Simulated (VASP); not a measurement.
Set up this calculation in VASP 6.6.1, as the native input.

```yaml
Task: relaxation of cell and atoms
Functional: PBEsol
Potentials_or_basis: VASP PAW PBE potentials, release 64 (Te, Pb_d)
Cutoff: 600 eV
k_mesh: 14 × 14 × 14
Occupations: fermi-dirac, width 0.1 eV
Spin: no spin polarisation
Dipole_correction: no
Further_INCAR_settings: ALGO = Normal; EDIFF = 1e-07; IBRION = 2; EDIFFG = -0.002; NSW = 100; ISIF = 3
```

The structure of TePb lies in POSCAR:

```
TePb
1.0
    0.0000000000      3.2310000000      3.2310000000
    3.2310000000      0.0000000000      3.2310000000
    3.2310000000      3.2310000000      0.0000000000
Te Pb
1 1
Direct
    0.5000000000      0.5000000000      0.5000000000
    0.0000000000      0.0000000000      0.0000000000
```

These files were run (other wordings do the same):

INCAR

```
PREC = Accurate
ENCUT = 600
EDIFF = 1E-7
ISMEAR = -1
SIGMA = 0.1
LREAL = False
LASPH = True
NELM = 100
ALGO = Normal
ISIF = 3
LWAVE = False
LCHARG = False
GGA = PS
IBRION = 2
NSW = 100
EDIFFG = -0.002
```

KPOINTS

```
regular mesh
0
Gamma
  14 14 14
```

Potentials or basis: VASP PAW PBE potentials, release 64 (Te, Pb_d).

Launch:

```sh
$ cat potpaw_PBE.64/Te/POTCAR potpaw_PBE.64/Pb_d/POTCAR > POTCAR
$ mpirun -np 1 vasp_std > vasp.out
```

It gave:

```
Relaxed volume                        : 33.43 Å³/atom
Relaxed cell                          : a = 4.556 Å, b = 4.556 Å, c = 4.556 Å, α = 60.00°, β = 60.00°, γ = 60.00°
Space group after relaxing (to 0.1 Å) : Fm-3m (No. 225)
Energy gained by relaxing             : 0.4 meV/atom
Ionic steps                           : 3
Pressure after relaxing               : 0.0 GPa
Band gap on the k mesh                : 0.65 eV
```

Caveat: the PAW data sets were made with another functional, which shifts forces and pressure a little; spin-orbit coupling is left out, which moves the levels of the heavy elements.

Run time: 2.4 min on 1 thread of Intel(R) Xeon(R) 6975P-C (Granite Rapids), with other jobs on the host, peak memory 0.33 GiB.
